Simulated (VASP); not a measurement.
# Na3BPd (Pmm2) in VASP: further runs

Runs on Na3BPd. Level: PBE. Tasks: single point.

All numbers are computed with VASP 6.6.1; they aren't measurements. Logs are shortened: lines on timing, memory, paths and dates and some standing lists are left out, and cuts for length are marked.

### Step 1. The cell of the first run

The structure is orthorhombic, space group Pmm2 (No. 25). The conventional cell has a = 4.754 Å, b = 6.173 Å, c = 4.020 Å, α = 90.00°, β = 90.00°, γ = 90.00°. Within 4.1 Å of Na (site symmetry mm2) lie 2 Pd at 3.09 Å and 10 Na at 3.56 to 4.02 Å and 4 B at 3.64 to 3.73 Å. Na (site symmetry m) has 6 Na at 2.71 to 3.56 Å and 2 B at 2.74 Å and 4 Pd at 3.35 to 3.44 Å within 3.6 Å. Within 2.7 Å of B (site symmetry mm2) lie 2 Pd at 2.01 Å. Pd (site symmetry mm2) has 2 B at 2.01 Å within 2.7 Å.

### Step 2. Single point, PBE

The input, INCAR:

```
PREC     = Accurate       # precision mode
ENCUT    = 520            # plane-wave cutoff, eV
EDIFF    = 1E-6           # SCF threshold, eV
ISMEAR   = 0              # smearing method
SIGMA    = 0.1            # smearing width, eV
LREAL    = F              # projectors in reciprocal space
LASPH    = T              # aspherical terms in the spheres
NELM     = 100            # most SCF steps
ALGO     = Normal         # electronic algorithm
ISIF     = 2              # what is computed and relaxed
LWAVE    = F              # write WAVECAR
LCHARG   = F              # write CHGCAR
GGA      = PE             # functional
NBANDS   = 25             # bands
```

The input, KPOINTS:

```
Automatic mesh
0
Gamma
  4 4 6
```

The input, POSCAR:

```
Na3BPd
1.0
    4.7542264389      0.0000000000      0.0000000000
    0.0000000000      6.1733814104      0.0000000000
    0.0000000000      0.0000000000      4.0200337934
Na B Pd
3 1 1
Direct
    0.5000000000      0.0000000000      0.7766997094
    0.0000000000      0.2802759879      0.2760476818
    0.0000000000      0.7197240121      0.2760476818
    0.5000000000      0.5000000000      0.2956556773
    0.5000000000      0.5000000000      0.7951787398
```

Potentials or basis: VASP PAW PBE potentials, release 64 (Na_pv, B, Pd).

Command:

```bash
> cat potpaw_PBE.64/Na_pv/POTCAR potpaw_PBE.64/B/POTCAR potpaw_PBE.64/Pd/POTCAR > POTCAR
> mpirun -np 1 vasp_std > vasp.out
```

OUTCAR:

```text
PREC = Accurate
   ENCUT = 520
   EDIFF = 1E-6
   ISMEAR = 0
   LREAL = F
   LASPH = T
   NELM = 100
   ISIF = 2
   GGA = PE

 ion  position               nearest neighbor table
   1  0.500  0.000  0.777-   5 3.09   5 3.09
   2  0.000  0.280  0.276-   3 2.71
   3  0.000  0.720  0.276-   2 2.71
   4  0.500  0.500  0.296-   5 2.01   5 2.01
   5  0.500  0.500  0.795-   4 2.01   4 2.01   1 3.09   1 3.09

  LATTYP: Found a simple orthorhombic cell.
 ALAT       =     4.0200337934
 B/A-ratio  =     1.1826334512
 C/A-ratio  =     1.5356541083

  Lattice vectors:

 A1 = (   0.0000000000,   0.0000000000,   4.0200337934)
 A2 = (   4.7542264389,   0.0000000000,   0.0000000000)
 A3 = (   0.0000000000,   6.1733814104,   0.0000000000)

Analysis of symmetry for initial positions (statically):
=====================================================================
 Subroutine PRICEL returns:
 Original cell was already a primitive cell.

 Routine SETGRP: Setting up the symmetry group for a
 simple orthorhombic supercell.

 Subroutine GETGRP returns: Found  4 space group operations
 (whereof  4 operations were pure point group operations)
 out of a pool of  8 trial point group operations.

The static configuration has the point symmetry C_2v.

Analysis of symmetry for dynamics (positions and initial velocities):
=====================================================================
 Subroutine PRICEL returns:
 Original cell was already a primitive cell.

 Routine SETGRP: Setting up the symmetry group for a
 simple orthorhombic supercell.

 Subroutine GETGRP returns: Found  4 space group operations
 (whereof  4 operations were pure point group operations)
 out of a pool of  8 trial point group operations.

The dynamic configuration has the point symmetry C_2v.

 Subroutine INISYM returns: Found  4 space group operations
 (whereof  4 operations are pure point group operations),
 and found     1 'primitive' translations

----------------------------------------------------------------------------------------

                                     Primitive cell

  volume of cell :     117.9866

  direct lattice vectors                    reciprocal lattice vectors
     4.754226439  0.000000000  0.000000000     0.210339161  0.000000000  0.000000000
     0.000000000  6.173381410  0.000000000     0.000000000  0.161985780  0.000000000
     0.000000000  0.000000000  4.020033793     0.000000000  0.000000000  0.248754128

  length of vectors
     4.754226439  6.173381410  4.020033793     0.210339161  0.161985780  0.248754128

  position of ions in fractional coordinates (direct lattice)
     0.500000000  0.000000000  0.776699709
     0.000000000  0.280275988  0.276047682
     0.000000000  0.719724012  0.276047682
     0.500000000  0.500000000  0.295655677
     0.500000000  0.500000000  0.795178740

  ion indices of the primitive-cell ions
   primitive index   ion index
                 1           1
                 2           2
                 3           3
                 4           4
                 5           5

----------------------------------------------------------------------------------------

 KPOINTS: Automatic mesh

Automatic generation of k-mesh.
 Grid dimensions read from file:
 generate k-points for:    4    4    6

 Generating k-lattice:

  Cartesian coordinates                     Fractional coordinates (reciprocal lattice)
     0.052584790  0.000000000  0.000000000     0.250000000  0.000000000  0.000000000
     0.000000000  0.040496445  0.000000000     0.000000000  0.250000000  0.000000000
     0.000000000  0.000000000  0.041459021     0.000000000  0.000000000  0.166666667

  Length of vectors
     0.052584790  0.040496445  0.041459021

  Shift w.r.t. Gamma in fractional coordinates (k-lattice)
     0.000000000  0.000000000  0.000000000

 Subroutine IBZKPT returns following result:
 ===========================================

 Found     36 irreducible k-points:

 Following reciprocal coordinates:
            Coordinates               Weight
  0.000000  0.000000  0.000000      1.000000
  0.250000  0.000000  0.000000      2.000000
  0.500000  0.000000  0.000000      1.000000
  0.000000  0.250000  0.000000      2.000000
  0.250000  0.250000  0.000000      4.000000
  0.500000  0.250000  0.000000      2.000000
[... 16 lines left out ...]
  0.250000  0.250000  0.333333      8.000000
  0.500000  0.250000  0.333333      4.000000
 [... further k-points ...]
   k-points           NKPTS =     36   k-points in BZ     NKDIM =     36   number of bands    NBANDS=     25
   number of dos      NEDOS =    301   number of ions     NIONS =      5
   total plane-waves  NPLWV =  51840
   dimension x,y,z NGX =    36 NGY =   48 NGZ =   30
   dimension x,y,z NGXF=    72 NGYF=   96 NGZF=   60
   ions per type =               3   1   1
   NGX,Y,Z   is equivalent  to a cutoff of  12.59, 12.93, 12.41 a.u.
   NGXF,Y,Z  is equivalent  to a cutoff of  25.18, 25.85, 24.81 a.u.
 SYSTEM =  unknown system
   PREC   = accura    normal or accurate (medium, high low for compatibility)
   ISTART =      0    job   : 0-new  1-cont  2-samecut
   ICHARG =      2    charge: 1-file 2-atom 10-const
   ISPIN  =      1    spin polarized calculation?
   LNONCOLLINEAR =      F non collinear calculations
   LSORBIT =      F    spin-orbit coupling
   LASPH  =      T    aspherical Exc in radial PAW
   ENCUT  =  520.0 eV  38.22 Ry    6.18 a.u.   8.84 11.48  7.47*2*pi/ulx,y,z
   NELM   =    100;   NELMIN=  2; NELMDL= -5     # of ELM steps
   EDIFF  = 0.1E-05   stopping-criterion for ELM
   LREAL  =      F    real-space projection
   EDIFFG = 0.1E-04   stopping-criterion for IOM
   NSW    =      0    number of steps for IOM
   IBRION =     -1    ionic relax: 0-MD 1-quasi-New 2-CG
   NFREE  =      0    steps in history (QN), initial steepest desc. (CG)
   ISIF   =      2    stress and relaxation
   ISYM   =      2    0-nonsym 1-usesym 2-fastsym
   POTIM  = 0.5000    time-step for ionic-motion
   TEBEG  =    0.0;   TEEND  =   0.0 temperature during run
   PSTRESS=    0.0 pullay stress
   NELECT =      34.0000    total number of electrons
   NUPDOWN=      -1.0000    fix difference up-down
   EMIN   =  10.00;   EMAX   =-10.00  energy-range for DOS
   EFERMI =   0.00;   METHOD = LEGACY
   ISMEAR =     0;   SIGMA  =   0.10  broadening in eV -4-tet -1-fermi 0-gaus
   EFERMI_NEDOS =   21; number of points for ismear=-14 and -15
   IALGO  =     38    algorithm
   IMIX   =      4    mixing-type and parameters
     AMIX     =   0.40;   BMIX     =  1.00
     AMIX_MAG =   1.60;   BMIX_MAG =  1.00
  volume/ion in A,a.u.               =      23.60       159.24
  Fermi-wavevector in a.u.,A,eV,Ry     =   1.081327  2.043411 15.908848  1.169267
  Thomas-Fermi vector in A             =   2.217340
   LORBIT       =      0    0 simple, 1 ext, 2 COOP (PROOUT), +10 PAW based schemes
   GGA     = PE    functional components
   LHFCALC =     F    Hartree Fock is set to
   AEXX    =    0.0000 exact exchange contribution
   IVDW    =     0    specifies the selected vdW correction
   LEPSILON=     F    determine dielectric tensor
   LRPA    =     F    only Hartree local field effects (RPA)
 non-spin polarized calculation
 Gauss-broadening in eV      SIGMA  =   0.10
  energy-cutoff  :      520.00
  volume of cell :      117.99
 maximum number of plane-waves:      3205
 NGX is ok and might be reduce to    36
   NGX = 17   NGY = 23   NGZ = 15

 number of electron      34.0000039 magnetization

 Free energy of the ion-electron system (eV)
  ---------------------------------------------------
  ext. energy  EPLUGINS =         0.00000000
  ---------------------------------------------------
  free energy    TOTEN  =       -14.84317851 eV

  energy without entropy =      -14.83010401  energy(sigma->0) =      -14.83664126

 E-fermi :   1.8857     XC(G=0):  -8.0205

 val. band max:        1.8828228845   @ k =   0.5000   0.5000   0.3333
 cond. band min:       1.9612211646   @ k =   0.5000   0.5000   0.3333
 fundamental gap:      0.0783982801
 Fermi energy:         1.8856582274

 k-point     1 :       0.0000    0.0000    0.0000
  band No.  band energies     occupation
      1     -22.7573      2.00000
      2     -22.7461      2.00000
      3     -22.7225      2.00000
      4     -22.6549      2.00000
      5     -22.5407      2.00000
      6     -22.5362      2.00000
[... 17 lines left out ...]
     24       8.3968      0.00000
     25       8.7663      0.00000

 k-point     2 :       0.2500    0.0000    0.0000
  band No.  band energies     occupation
      1     -22.7605      2.00000
      2     -22.7458      2.00000
      3     -22.7192      2.00000
      4     -22.6554      2.00000
      5     -22.5410      2.00000
      6     -22.5364      2.00000
[... 17 lines left out ...]
     24       8.5250      0.00000
     25       8.9957      0.00000

 k-point     3 :       0.5000    0.0000    0.0000
  band No.  band energies     occupation
      1     -22.7633      2.00000
      2     -22.7454      2.00000
      3     -22.7163      2.00000
      4     -22.6559      2.00000
      5     -22.5412      2.00000
      6     -22.5366      2.00000
[... 17 lines left out ...]
     24       8.5211      0.00000
     25       9.3657      0.00000

 k-point     4 :       0.0000    0.2500    0.0000
  band No.  band energies     occupation
      1     -22.7573      2.00000
      2     -22.7461      2.00000
      3     -22.7128      2.00000
      4     -22.6547      2.00000
      5     -22.5467      2.00000
      6     -22.5400      2.00000
[... 17 lines left out ...]
     24       8.3245      0.00000
     25       8.7098      0.00000
[... 477 lines left out ...]
 k-point    22 :       0.0000    0.2500    0.3333
  band No.  band energies     occupation
      1     -22.7558      2.00000
      2     -22.7543      2.00000
      3     -22.7100      2.00000
      4     -22.6552      2.00000
      5     -22.5470      2.00000
      6     -22.5459      2.00000
[... 17 lines left out ...]
     24       7.9386      0.00000
     25       7.9641      0.00000

 k-point    23 :       0.2500    0.2500    0.3333
  band No.  band energies     occupation
      1     -22.7573      2.00000
      2     -22.7536      2.00000
      3     -22.7104      2.00000
      4     -22.6548      2.00000
      5     -22.5466      2.00000
      6     -22.5462      2.00000
[... 17 lines left out ...]
     24       7.7775      0.00000
     25       8.4204      0.00000

 k-point    24 :       0.5000    0.2500    0.3333
  band No.  band energies     occupation
      1     -22.7587      2.00000
      2     -22.7531      2.00000
      3     -22.7108      2.00000
      4     -22.6544      2.00000
      5     -22.5466      2.00000
      6     -22.5462      2.00000
[... 17 lines left out ...]
     24       7.6566      0.00000
     25       8.8276      0.00000

 [... further k-points ...]
[... 5 lines left out ...]
  --------------------------------------------------------------------------------------
  -------------------------------------------------------------------------------------
  Total        0.0342304      0.0165097     -0.0235695      0.0000000      0.0000000      0.0000000
  in kB        0.4648258      0.2241903     -0.3200570      0.0000000      0.0000000      0.0000000
  external PRESSURE =       0.1229864 kB  Pullay stress =       0.0000000 kB

 VOLUME and BASIS-vectors are now :
 -----------------------------------------------------------------------------
  energy-cutoff  :      520.00
  volume of cell :      117.99
      direct lattice vectors                 reciprocal lattice vectors
     4.754226439  0.000000000  0.000000000     0.210339161  0.000000000  0.000000000
     0.000000000  6.173381410  0.000000000     0.000000000  0.161985780  0.000000000
     0.000000000  0.000000000  4.020033793     0.000000000  0.000000000  0.248754128

 POSITION                                       TOTAL-FORCE (eV/Angst)
 -----------------------------------------------------------------------------------
      2.37711      0.00000      3.12236         0.000000     -0.000000     -0.005401
      0.00000      1.73025      1.10972        -0.000000     -0.006840      0.004028
      0.00000      4.44313      1.10972        -0.000000      0.006840      0.004028
      2.37711      3.08669      1.18855         0.000000     -0.000000     -0.012462
      2.37711      3.08669      3.19665         0.000000     -0.000000      0.009807
 -----------------------------------------------------------------------------------
    total drift:                                0.000000      0.000000     -0.002054

  FREE ENERGIE OF THE ION-ELECTRON SYSTEM (eV)
  ---------------------------------------------------
  free  energy   TOTEN  =       -14.8431785067 eV

  energy  without entropy=      -14.8301040139  energy(sigma->0) =      -14.83664126
```

Wall time 2.3 min (1 thread of Oxide Virtual Turin-like, shared host); peak memory 0.24 GiB.

Results:

```yaml
Free_energy: -14.8432 eV
Pressure: 0.0 GPa
Largest_force: 0.012 eV/Å
Band_gap_on_the_k_mesh: zero (band 17 reaches 3.16 eV, above the bottom of band 18 at 1.62 eV)
```

Forces in eV/Å, atoms in the order of the input:
```
Na   0.000  0.000 -0.005
Na   0.000 -0.007  0.004
Na   0.000  0.007  0.004
B    0.000  0.000 -0.012
Pd   0.000  0.000  0.010
```

Levels at points of the mesh, in eV from the Fermi level:
```tsv
k point	band 13	band 14	band 15	band 16	band 17	band 18	band 19	band 20	band 21	band 22
(0.00, 0.00, 0.00)	-2.77	-2.46	-2.25	-1.17	-0.30	-0.23	0.71	3.69	4.30	4.48
(0.50, 0.00, 0.00)	-2.72	-2.44	-2.39	-2.03	-0.66	0.60	0.83	1.49	3.50	4.80
(0.00, 0.50, 0.00)	-2.79	-2.77	-2.36	-2.26	-0.24	0.73	1.23	3.62	4.18	5.23
(0.50, 0.50, 0.00)	-2.52	-2.40	-2.01	-2.00	-1.67	-0.26	0.84	2.86	3.80	5.75
(0.00, 0.00, 0.50)	-3.79	-2.35	-2.24	-2.21	0.69	2.14	2.20	2.31	2.69	4.45
(0.50, 0.00, 0.50)	-3.80	-2.29	-2.28	-1.18	0.45	1.00	2.30	2.51	2.92	3.38
(0.00, 0.50, 0.50)	-3.78	-2.32	-2.22	-1.82	-0.04	0.22	2.74	3.68	4.81	4.97
(0.50, 0.50, 0.50)	-3.84	-2.33	-2.20	-0.96	1.27	1.35	1.65	1.67	1.73	1.78
```

(Part 1 of 2 ends here.)
